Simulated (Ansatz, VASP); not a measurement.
**Te2Mo: VASP beside Ansatz**

```
CELL_PARAMETERS angstrom
3.62254 0.00000 0.00000
-1.81127 3.13721 0.00000
0.00000 0.00000 18.30820
ATOMIC_POSITIONS crystal
Te 0.33333 0.66667 0.90511
Te 0.33333 0.66667 0.09489
Mo 0.00000 0.00000 0.00000
```

Change from the starting cell: equal strain along all axes, cell held, atoms relaxed: +4.5 %.

Alike in both runs: functional LDA; k mesh 12 × 12 × 2; occupations gaussian, width 0.02 eV; no spin polarisation.

Ansatz relaxed the structure, and its values are those at the end. VASP's run is a single point on that final structure, the one shown.

|  | VASP | Ansatz |
| --- | --- | --- |
| version | VASP 6.6.1 | Ansatz 0.2.0 |
| potentials or method | VASP PAW LDA potentials, release 64 (Te, Mo_sv), cutoff 520 eV | scalar-relativistic, plane waves, PAW |
| valence electrons in the cell | 26 | 46 |

Ansatz gave:

* gap on the k mesh at the Fermi level (eV): 0.88
* least direct gap on the mesh (eV): 0.88
* rms of the force components (eV/Å): 0.003

**Question.** What did VASP give for the same quantities?

**Answer.** gap on the k mesh at the Fermi level (eV): 0.88; least direct gap on the mesh (eV): 0.88; rms of the force components (eV/Å): 0.030.

LDA's correlation is that of Perdew and Zunger in VASP and of Perdew and Wang (1992) in Ansatz. VASP's potentials hold 26 valence electrons a cell and Ansatz's 46, so a difference there can come from the potentials and not from the codes. Ansatz's warnings: stress scf threshold loose.

Neither program's run includes spin-orbit coupling.
